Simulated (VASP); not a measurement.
Write the native input for VASP 6.6.1 that does the following.

| Quantity | Value |
| --- | --- |
| Task | single point |
| Functional | PBEsol |
| Potentials or basis | VASP PAW PBE potentials, release 64 (Nb_sv) |
| Cutoff | 520 eV |
| k mesh | 18 × 18 × 18 |
| Occupations | fermi-dirac, width 0.05 eV |
| Spin | no spin polarisation |
| Dipole correction | no |
| Further INCAR settings | ALGO = Normal; EDIFF = 1e-06; NBANDS = 12 |

The structure of Nb lies in POSCAR:

```
Nb
1.0
   -1.5190166396      1.5190166396      1.5190166396
    1.5190166396     -1.5190166396      1.5190166396
    1.5190166396      1.5190166396     -1.5190166396
Nb
1
Direct
    0.0000000000      0.0000000000      0.0000000000
```

This cell differs from its parent crystal: volume scaled by 0.8.

The input as run:

INCAR

```
SYSTEM = Nb
  PREC = Accurate
  ENCUT = 520
  EDIFF = 1E-6
  ISMEAR = -1
  SIGMA = 0.05
  LREAL = .FALSE.
  LASPH = .TRUE.
  NELM = 100
  ALGO = Normal
  ISIF = 2
  LWAVE = .FALSE.
  LCHARG = .FALSE.
  GGA = PS
  NBANDS = 12
```

KPOINTS

```
regular mesh
0
G
  18 18 18
  0 0 0
```

Potentials or basis: VASP PAW PBE potentials, release 64 (Nb_sv).

Run with:

```sh
$ cat potpaw_PBE.64/Nb_sv/POTCAR > POTCAR
$ mpirun -np 1 vasp_std > vasp.out
```

It gave:

| Quantity | Value |
| --- | --- |
| Pressure | 59.8 GPa |

Caveat: the PAW data sets were made with another functional, which shifts forces and pressure a little.

It took 51 s on 1 thread of Intel Xeon 6975P-C (shared host), peak memory 0.15 GiB.
